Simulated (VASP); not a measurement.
# InAs2 (P-3m1) in VASP: relaxation of cell and atoms with PBE

Aim: the relaxation of cell and atoms of InAs2 with PBE.

Program: VASP 6.6.1. These are calculated values, not measurements. Logs are shortened: lines on timing, memory, paths and dates and some standing lists are left out, and cuts for length are marked.

**1. The cell of the first run**

The structure is trigonal, space group P-3m1 (No. 164). The conventional cell has a = 3.866 Å, b = 3.866 Å, c = 5.407 Å, α = 90.00°, β = 90.00°, γ = 120.00°. In (site symmetry -3m) has 6 As at 2.98 Å and 6 In at 3.87 Å within 3.9 Å. Within 3.5 Å of As (site symmetry 3m) lie 3 As at 2.66 Å and 3 In at 2.98 Å.

The cell was built from a structure type or drawn by symmetry, and may not be a known phase.

**2. Relaxation of cell and atoms, PBE**

The input, INCAR:

```
SYSTEM = InAs2
PREC = Accurate
ENCUT = 600
EDIFF = 1E-7
ISMEAR = 0
SIGMA = 0.1
LREAL = .False.
LASPH = .True.
NELM = 60
ALGO = Normal
ISIF = 3
LWAVE = .False.
LCHARG = .False.
GGA = PE
IBRION = 2
NSW = 100
EDIFFG = -0.01
```

The input, KPOINTS:

```
regular mesh
0
Gamma
  12 12 10
  0 0 0
```

The input, POSCAR:

```
InAs2
1.0
    3.8662703966      0.0000000000      0.0000000000
   -1.9331351983      3.3482883814      0.0000000000
    0.0000000000      0.0000000000      5.4074656172
In As
1 2
Direct
    0.0000000000      0.0000000000      0.5000000000
    0.3333333333      0.6666666667      0.1337985407
    0.6666666667      0.3333333333      0.8662014593
```

Potentials or basis: VASP PAW PBE potentials, release 64 (In_d, As).

The run is started by

```
$ cat potpaw_PBE.64/In_d/POTCAR potpaw_PBE.64/As/POTCAR > POTCAR
$ mpirun -np 1 vasp_std > vasp.out
```

OUTCAR:

```text
SYSTEM = InAs2
   PREC = Accurate
   ENCUT = 600
   EDIFF = 1E-7
   ISMEAR = 0
   LREAL = .False.
   LASPH = .True.
   NELM = 60
   ISIF = 3
   GGA = PE
   IBRION = 2
   NSW = 100
   EDIFFG = -0.01

 ion  position               nearest neighbor table
   1  0.000  0.000  0.500-   2 2.98   3 2.98   3 2.98   2 2.98   3 2.98   2 2.98
   2  0.333  0.667  0.134-   3 2.66   3 2.66   3 2.66   1 2.98   1 2.98   1 2.98
   3  0.667  0.333  0.866-   2 2.66   2 2.66   2 2.66   1 2.98   1 2.98   1 2.98

  LATTYP: Found a hexagonal cell.
 ALAT       =     3.8662703966
 C/A-ratio  =     1.3986258235

  Lattice vectors:

 A1 = (   3.8662703966,   0.0000000000,   0.0000000000)
 A2 = (  -1.9331351983,   3.3482883814,   0.0000000000)
 A3 = (   0.0000000000,   0.0000000000,   5.4074656172)

Analysis of symmetry for initial positions (statically):
=====================================================================
 Subroutine PRICEL returns:
 Original cell was already a primitive cell.

 Routine SETGRP: Setting up the symmetry group for a
 hexagonal supercell.

 Subroutine GETGRP returns: Found 12 space group operations
 (whereof 12 operations were pure point group operations)
 out of a pool of 24 trial point group operations.

The static configuration has the point symmetry D_3d.

Analysis of symmetry for dynamics (positions and initial velocities):
=====================================================================
 Subroutine PRICEL returns:
 Original cell was already a primitive cell.

 Routine SETGRP: Setting up the symmetry group for a
 hexagonal supercell.

 Subroutine GETGRP returns: Found 12 space group operations
 (whereof 12 operations were pure point group operations)
 out of a pool of 24 trial point group operations.

The dynamic configuration has the point symmetry D_3d.

 Subroutine INISYM returns: Found 12 space group operations
 (whereof 12 operations are pure point group operations),
 and found     1 'primitive' translations

----------------------------------------------------------------------------------------

                                     Primitive cell

  volume of cell :      70.0017

  direct lattice vectors                    reciprocal lattice vectors
     3.866270397  0.000000000  0.000000000     0.258647197  0.149330029  0.000000000
    -1.933135198  3.348288381  0.000000000     0.000000000  0.298660057  0.000000000
     0.000000000  0.000000000  5.407465617     0.000000000  0.000000000  0.184929516

  length of vectors
     3.866270397  3.866270397  5.407465617     0.298660057  0.298660057  0.184929516

  position of ions in fractional coordinates (direct lattice)
     0.000000000  0.000000000  0.500000000
     0.333333333  0.666666667  0.133798541
     0.666666667  0.333333333  0.866201459

  ion indices of the primitive-cell ions
   primitive index   ion index
                 1           1
                 2           2
                 3           3

----------------------------------------------------------------------------------------

 KPOINTS: regular mesh

Automatic generation of k-mesh.
 Grid dimensions read from file:
 generate k-points for:   12   12   10

 Generating k-lattice:

  Cartesian coordinates                     Fractional coordinates (reciprocal lattice)
     0.021553933  0.012444169  0.000000000     0.083333333  0.000000000  0.000000000
     0.000000000  0.024888338  0.000000000     0.000000000  0.083333333  0.000000000
     0.000000000  0.000000000  0.018492952     0.000000000  0.000000000  0.100000000

  Length of vectors
     0.024888338  0.024888338  0.018492952

  Shift w.r.t. Gamma in fractional coordinates (k-lattice)
     0.000000000  0.000000000  0.000000000

 Subroutine IBZKPT returns following result:
 ===========================================

 Found    162 irreducible k-points:

 Following reciprocal coordinates:
            Coordinates               Weight
  0.000000  0.000000  0.000000      1.000000
  0.083333  0.000000  0.000000      6.000000
  0.166667  0.000000  0.000000      6.000000
  0.250000  0.000000  0.000000      6.000000
  0.333333  0.000000  0.000000      6.000000
  0.416667  0.000000  0.000000      6.000000
[... 16 lines left out ...]
  0.166667  0.000000  0.100000      6.000000
  0.000000  0.166667  0.100000      6.000000
 [... further k-points ...]
   k-points           NKPTS =    162   k-points in BZ     NKDIM =    162   number of bands    NBANDS=     15
   number of dos      NEDOS =    301   number of ions     NIONS =      3
   total plane-waves  NPLWV =  49152
   dimension x,y,z NGX =    32 NGY =   32 NGZ =   48
   dimension x,y,z NGXF=    64 NGYF=   64 NGZF=   96
   ions per type =               1   2
   NGX,Y,Z   is equivalent  to a cutoff of  13.76, 13.76, 14.76 a.u.
   NGXF,Y,Z  is equivalent  to a cutoff of  27.52, 27.52, 29.51 a.u.
 SYSTEM =  InAs2
   PREC   = accura    normal or accurate (medium, high low for compatibility)
   ISTART =      0    job   : 0-new  1-cont  2-samecut
   ICHARG =      2    charge: 1-file 2-atom 10-const
   ISPIN  =      1    spin polarized calculation?
   LNONCOLLINEAR =      F non collinear calculations
   LSORBIT =      F    spin-orbit coupling
   LASPH  =      T    aspherical Exc in radial PAW
   ENCUT  =  600.0 eV  44.10 Ry    6.64 a.u.   7.72  7.72 10.80*2*pi/ulx,y,z
   NELM   =     60;   NELMIN=  2; NELMDL= -5     # of ELM steps
   EDIFF  = 0.1E-06   stopping-criterion for ELM
   LREAL  =      F    real-space projection
   EDIFFG = -.1E-01   stopping-criterion for IOM
   NSW    =    100    number of steps for IOM
   IBRION =      2    ionic relax: 0-MD 1-quasi-New 2-CG
   NFREE  =      1    steps in history (QN), initial steepest desc. (CG)
   ISIF   =      3    stress and relaxation
   ISYM   =      2    0-nonsym 1-usesym 2-fastsym
   POTIM  = 0.5000    time-step for ionic-motion
   TEBEG  =    0.0;   TEEND  =   0.0 temperature during run
   PSTRESS=    0.0 pullay stress
   NELECT =      23.0000    total number of electrons
   NUPDOWN=      -1.0000    fix difference up-down
   EMIN   =  10.00;   EMAX   =-10.00  energy-range for DOS
   EFERMI =   0.00;   METHOD = LEGACY
   ISMEAR =     0;   SIGMA  =   0.10  broadening in eV -4-tet -1-fermi 0-gaus
   EFERMI_NEDOS =   21; number of points for ismear=-14 and -15
   IALGO  =     38    algorithm
   IMIX   =      4    mixing-type and parameters
     AMIX     =   0.40;   BMIX     =  1.00
     AMIX_MAG =   1.60;   BMIX_MAG =  1.00
  volume/ion in A,a.u.               =      23.33       157.47
  Fermi-wavevector in a.u.,A,eV,Ry     =   1.129660  2.134748 17.362832  1.276132
  Thomas-Fermi vector in A             =   2.266354
   LORBIT       =      0    0 simple, 1 ext, 2 COOP (PROOUT), +10 PAW based schemes
   GGA     = PE    functional components
   LHFCALC =     F    Hartree Fock is set to
   AEXX    =    0.0000 exact exchange contribution
   IVDW    =     0    specifies the selected vdW correction
   LEPSILON=     F    determine dielectric tensor
   LRPA    =     F    only Hartree local field effects (RPA)
 conjugate gradient relaxation of ions
 non-spin polarized calculation
 Gauss-broadening in eV      SIGMA  =   0.10
  energy-cutoff  :      600.00
  volume of cell :       70.00
 maximum number of plane-waves:      2368
 NGX is ok and might be reduce to    32
   NGX = 15   NGY = 15   NGZ = 21

--------------------------------------- Ionic step        1  -------------------------------------------

 number of electron      23.0000001 magnetization

 Free energy of the ion-electron system (eV)
  ---------------------------------------------------
  ext. energy  EPLUGINS =         0.00000000
  ---------------------------------------------------
  free energy    TOTEN  =       -11.73208231 eV

  energy without entropy =      -11.72639269  energy(sigma->0) =      -11.72923750

 E-fermi :   6.0202     XC(G=0): -10.0353

 val. band max:        5.9898018103   @ k =   0.5000   0.0000   0.4000
 cond. band min:       6.0221991311   @ k =   0.4167   0.1667   0.1000
 fundamental gap:      0.0323973209
 Fermi energy:         6.0202338564

 k-point     1 :       0.0000    0.0000    0.0000
  band No.  band energies     occupation
      1      -8.5850      2.00000
      2      -8.5850      2.00000
      3      -8.5828      2.00000
      4      -8.5131      2.00000
      5      -8.5131      2.00000
      6      -7.7780      2.00000
      7      -2.9672      2.00000
      8      -0.3409      2.00000
      9       4.5674      2.00000
     10       4.5674      2.00000
     11       5.7628      1.99973
     12       6.9335      0.00000
     13       6.9335      0.00000
     14       8.2301      0.00000
[... 401 lines left out ...]
      2      -8.5645      2.00000
      3      -8.5537      2.00000
      4      -8.5334      2.00000
      5      -8.5141      2.00000
      6      -7.4611      2.00000
      7      -3.0850      2.00000
      8       0.2065      2.00000
      9       2.5822      2.00000
     10       3.8796      2.00000
     11       4.9693      2.00000
     12       7.7895      0.00000
     13       7.8791      0.00000
     14       9.4802      0.00000
     15      10.5313      0.00000

 [... further k-points ...]

------------------------ aborting loop because EDIFF is reached ----------------------------------------

  FORCE on cell =-STRESS in cart. coord.  units (eV):
  Direction    XX          YY          ZZ          XY          YZ          ZX
  --------------------------------------------------------------------------------------
  -------------------------------------------------------------------------------------
  Total        0.1941351      0.1941351      0.2396990     -0.0000000      0.0000000      0.0000000
  in kB        4.4433018      4.4433019      5.4861546     -0.0000000      0.0000000      0.0000000
  external PRESSURE =       4.7909194 kB  Pullay stress =       0.0000000 kB
[... 283 lines left out ...]
--------------------------------------- Ionic step        9  -------------------------------------------

 number of electron      22.9999997 magnetization

 Free energy of the ion-electron system (eV)
  ---------------------------------------------------
  ext. energy  EPLUGINS =         0.00000000
  ---------------------------------------------------
  free energy    TOTEN  =       -11.73362699 eV

  energy without entropy =      -11.72794715  energy(sigma->0) =      -11.73078707

 E-fermi :   5.9102     XC(G=0):  -9.9779

 val. band max:        5.8690144336   @ k =   0.4167   0.1667   0.3000
 cond. band min:       5.9276758365   @ k =   0.4167   0.1667   0.1000
 fundamental gap:      0.0586614029
 Fermi energy:         5.9101771766

 k-point     1 :       0.0000    0.0000    0.0000
  band No.  band energies     occupation
      1      -8.6915      2.00000
      2      -8.6915      2.00000
      3      -8.6901      2.00000
      4      -8.6210      2.00000
      5      -8.6210      2.00000
      6      -7.8639      2.00000
      7      -3.0561      2.00000
      8      -0.4575      2.00000
      9       4.4435      2.00000
     10       4.4435      2.00000
     11       5.5936      1.99999
     12       6.8641      0.00000
     13       6.8641      0.00000
     14       8.0285      0.00000
[... 401 lines left out ...]
      2      -8.6709      2.00000
      3      -8.6617      2.00000
      4      -8.6413      2.00000
      5      -8.6224      2.00000
      6      -7.5503      2.00000
      7      -3.1722      2.00000
      8       0.0826      2.00000
      9       2.4626      2.00000
     10       3.7732      2.00000
     11       4.8826      2.00000
     12       7.6925      0.00000
     13       7.7234      0.00000
     14       9.2543      0.00000
     15      10.3724      0.00000

 [... further k-points ...]

------------------------ aborting loop because EDIFF is reached ----------------------------------------

  FORCE on cell =-STRESS in cart. coord.  units (eV):
  Direction    XX          YY          ZZ          XY          YZ          ZX
  --------------------------------------------------------------------------------------
  -------------------------------------------------------------------------------------
  Total       -0.0223373     -0.0223373     -0.0189106     -0.0000000      0.0000000     -0.0000000
  in kB       -0.5048860     -0.5048860     -0.4274333     -0.0000000      0.0000000     -0.0000000
  external PRESSURE =      -0.4790685 kB  Pullay stress =       0.0000000 kB
[... 18 lines left out ...]
  FREE ENERGIE OF THE ION-ELECTRON SYSTEM (eV)
  ---------------------------------------------------
  free  energy   TOTEN  =       -11.7336269924 eV

  energy  without entropy=      -11.7279471476  energy(sigma->0) =      -11.73078707

 reached required accuracy - stopping structural energy minimisation
```

Run time: 6.6 min. Hardware: 1 thread of AMD EPYC 9R45 (Zen 5), shared host; peak memory 0.37 GiB.

What came out:

```yaml
Free_energy: -11.7336 eV
Relaxed_volume: 23.63 Å³/atom
Relaxed_cell: a = 3.870 Å, b = 3.870 Å, c = 5.466 Å, α = 90.00°, β = 90.00°, γ = 120.00°
Space_group_after_relaxing_to_0.1_Å: P-3m1 (No. 164)
Energy_gained_by_relaxing: 0.5 meV/atom
Ionic_steps: 9
Pressure_after_relaxing: 0.0 GPa
Largest_force_after_relaxing: 0.003 eV/Å
Band_gap_on_the_k_mesh: zero (an odd number of electrons rules out a gap without spin polarisation)
```

Forces in eV/Å, atoms in the order of the input:
```
In   0.000  0.000  0.000
As   0.000  0.000 -0.003
As   0.000  0.000  0.003
```

The path:
| step | energy change (eV) | largest force (eV/Å) | pressure (GPa) | volume (Å³) |
| --- | --- | --- | --- | --- |
| 1 | 0.0000 | 0.0206 | 0.48 | 70.00 |
| 2 | -0.0009 | 0.0550 | -0.10 | 70.71 |
| 3 | -0.0009 | 0.0506 | -0.03 | 70.62 |
| 4 | -0.0012 | 0.0326 | -0.02 | 70.67 |
| 5 | -0.0014 | 0.0039 | 0.00 | 70.76 |
| 6 | -0.0014 | 0.0078 | 0.01 | 70.77 |
| 7 | -0.0015 | 0.0043 | -0.01 | 70.81 |
| 8 | -0.0015 | 0.0063 | -0.06 | 70.91 |
| 9 | -0.0015 | 0.0033 | -0.05 | 70.88 |

Final structure:
```
In As
1.0
     3.86952    0.00000    0.00000
    -1.93476    3.35110    0.00000
     0.00000    0.00000    5.46642
In As
1 2
Direct
  0.00000 0.00000 0.50000
  0.33333 0.66667 0.13174
  0.66667 0.33333 0.86826
```

Caveat: spin-orbit coupling is left out, which moves the levels of the heavy elements.
